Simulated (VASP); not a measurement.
Write the native input for VASP 6.6.1 that does the following.

```yaml
Task: single point
Functional: PBEsol
Potentials_or_basis: VASP PAW PBE potentials, release 64 (Ge_d)
Cutoff: 520 eV
k_mesh: 8 × 8 × 4
Occupations: fermi-dirac, width 0.05 eV
Spin: no spin polarisation
Dipole_correction: no
Further_INCAR_settings: ALGO = Normal; EDIFF = 1e-07; NBANDS = 36
```

The structure of Ge lies in POSCAR:

```
Ge
1.0
    4.0240606931      0.0000000000      0.0000000000
   -2.0120303466      3.4849387866      0.0000000000
    0.0000000000      0.0000000000      6.6430837134
Ge
4
Direct
    0.3333333333      0.6666666667      0.9370987500
    0.6666666667      0.3333333333      0.4370987500
    0.3333333333      0.6666666667      0.5629012500
    0.6666666667      0.3333333333      0.0629012500
```

This cell differs from its parent crystal: volume scaled by 1.02.

These files were run (other wordings do the same):

INCAR

```
SYSTEM = Ge
PREC = Accurate ; ENCUT = 520
EDIFF = 1E-7 ; ISMEAR = -1
SIGMA = 0.05 ; LREAL = .False.
LASPH = .True. ; NELM = 80
ALGO = Normal ; ISIF = 2
LWAVE = .False. ; LCHARG = .False.
GGA = PS ; NBANDS = 36
```

KPOINTS

```
regular mesh
0
Gamma
  8 8 4
  0 0 0
```

Potentials or basis: VASP PAW PBE potentials, release 64 (Ge_d).

Run with:

```bash
$ cat potpaw_PBE.64/Ge_d/POTCAR > POTCAR
$ mpirun -np 1 vasp_std > vasp.out
```

It gave:

| Item | Value |
| --- | --- |
| Pressure | -1.3 GPa |
| Band gap on the k mesh | 0.17 eV, indirect (least direct gap 0.25 eV) |

Caveat: the PAW data sets were made with another functional, which shifts forces and pressure a little.

Wall time 78 s on 1 thread of AMD EPYC 7R43 64-Core Processor (Zen 3), with other jobs on the host, peak memory 0.2 GiB.
